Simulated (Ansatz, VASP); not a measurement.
ZnO: VASP beside Ansatz

The input INCAR:

```
ALGO = Normal
EDIFF = 1E-6
ENCUT = 520
GGA = PE
ISIF = 2
ISMEAR = 0
IVDW = 12
LASPH = True
LCHARG = False
LREAL = False
LWAVE = False
NBANDS = 26
NELM = 80
PREC = Accurate
SIGMA = 0.05
```

Contents of KPOINTS:

```
k-points
0
Gamma
  9 9 4
```

The input POSCAR:

```
ZnO
1.0
    3.3044069945      0.0000000000      0.0000000000
   -1.6522034972      2.8332257708      0.0000000000
    0.0000000000      0.0000000000      7.1304413500
Zn O
2 2
Direct
    0.0000000000      0.0000000000      0.7500000000
    0.0000000000      0.0000000000      0.2500000000
    0.3333333333      0.6666666667      0.2500000000
    0.6666666667      0.3333333333      0.7500000000
```

Input for Ansatz:

```yaml
crystal:
  lattice:
    - [3.3044069945, 0.0, 0.0]
    - [-1.6522034972, 2.8332257708, 0.0]
    - [0.0, 0.0, 7.13044135]
  atoms:
    - { symbol: Zn, position: [0.0, 0.0, 0.75] }
    - { symbol: Zn, position: [0.0, 0.0, 0.25] }
    - { symbol: O, position: [0.3333333333, 0.6666666667, 0.25] }
    - { symbol: O, position: [0.6666666667, 0.3333333333, 0.75] }
basis:
  ecutwfc: 420
kpoints:
  mp_grid: { grid: [9, 9, 4] }
hamiltonian:
  xc: pbe
  dispersion: d3bj
scf:
  occupations: { method: gaussian, width: 0.05 }
output:
  forces: true
  stress: true
  eigenvalues: true
```

Change from the starting cell: strain +0.0050 x Voigt [1, -1, 0, 0, 0, 0], atoms carried along.

Alike in both runs: task single point; functional PBE; dispersion D3(BJ); k mesh 9 × 9 × 4; occupations gaussian, width 0.05 eV; no spin polarisation.

```csv
,VASP,Ansatz
version,VASP 6.6.1,Ansatz 0.2.0
potentials or method,"VASP PAW PBE potentials, release 64 (Zn, O), cutoff 520 eV","scalar-relativistic, plane waves, PAW"
valence electrons in the cell,36,36
```

```csv
,VASP,Ansatz,Ansatz less VASP
gap on the k mesh at the Fermi level (eV),0.81,0.81,0.000
least direct gap on the mesh (eV),0.81,0.81,0.000
pressure (GPa),-1.5,-2.3,-0.80
"traceless stress, the component that is largest in VASP (GPa)",1.07,0.62,-0.447
rms of the force components (eV/Å),0.073,0.069,-0.0044
```

Atom by atom the forces differ by 0.004 eV/Å (rms over components).
